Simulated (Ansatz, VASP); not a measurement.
## One calculation of Hf3O2, two programs

Contents of INCAR:

```
PREC = Accurate ; ENCUT = 600
EDIFF = 1E-6 ; ISMEAR = 0
SIGMA = 0.1 ; LREAL = False
LASPH = True ; NELM = 80
ALGO = Normal ; ISIF = 3
LWAVE = False ; LCHARG = False
GGA = PE ; IBRION = 2
NSW = 100 ; EDIFFG = -0.01
```

File KPOINTS:

```
Automatic mesh
0
Gamma
  12 12 4
```

POSCAR

```
Hf3O2
1.0
    3.2714464686      0.0000000000      0.0000000000
   -1.6357232343      2.8331557489      0.0000000000
    0.0000000000      0.0000000000      9.7789479660
Hf O
3 2
Direct
    0.0000000000      0.0000000000      0.0000000000
    0.3333333333      0.6666666667      0.7296347670
    0.6666666667      0.3333333333      0.2703652330
    0.3333333333      0.6666666667      0.3601303204
    0.6666666667      0.3333333333      0.6398696796
```

Input for Ansatz:

```yaml
crystal:
  lattice:
    - [3.2714464686, 0.0, 0.0]
    - [-1.6357232343, 2.8331557489, 0.0]
    - [0.0, 0.0, 9.778947966]
  atoms:
    - { symbol: Hf, position: [0.0, 0.0, 0.0] }
    - { symbol: Hf, position: [0.3333333333, 0.6666666667, 0.729634767] }
    - { symbol: Hf, position: [0.6666666667, 0.3333333333, 0.270365233] }
    - { symbol: O, position: [0.3333333333, 0.6666666667, 0.3601303204] }
    - { symbol: O, position: [0.6666666667, 0.3333333333, 0.6398696796] }
basis:
  ecutwfc: 420
kpoints:
  mp_grid: { grid: [12, 12, 4] }
hamiltonian:
  xc: pbe
scf:
  occupations: { method: gaussian, width: 0.1 }
output:
  forces: true
  stress: true
  eigenvalues: true
relax:
  adjacent_minimum: "off"
  f_tol: 0.01
  max_steps: 80
  cell: { stress_tol: 0.05 }
```

Alike in both runs: task relaxation of cell and atoms; functional PBE; k mesh 12 × 12 × 4; occupations gaussian, width 0.1 eV; no spin polarisation.

|  | VASP | Ansatz |
| --- | --- | --- |
| version | VASP 6.6.1 | Ansatz 0.2.0 |
| potentials or method | VASP PAW PBE potentials, release 64 (Hf_pv, O), cutoff 600 eV | scalar-relativistic, plane waves, PAW |
| valence electrons in the cell | 42 | 90 |

|  | VASP | Ansatz | Ansatz less VASP |
| --- | --- | --- | --- |
| gap on the k mesh at the Fermi level, each at its own relaxed structure (eV) | none | none | - |
| relaxed volume (Å³/atom) | 17.95 | 18.22 | +0.273 |
| relaxed cell length with the largest relative difference (Å) | 9.759 | 9.868 | +0.1086 |

A gap of «none» marks a metal or a gap that the smearing closes. VASP's potentials hold 42 valence electrons a cell and Ansatz's 90, so a difference there can come from the potentials and not from the codes.

Spin-orbit coupling is off throughout.
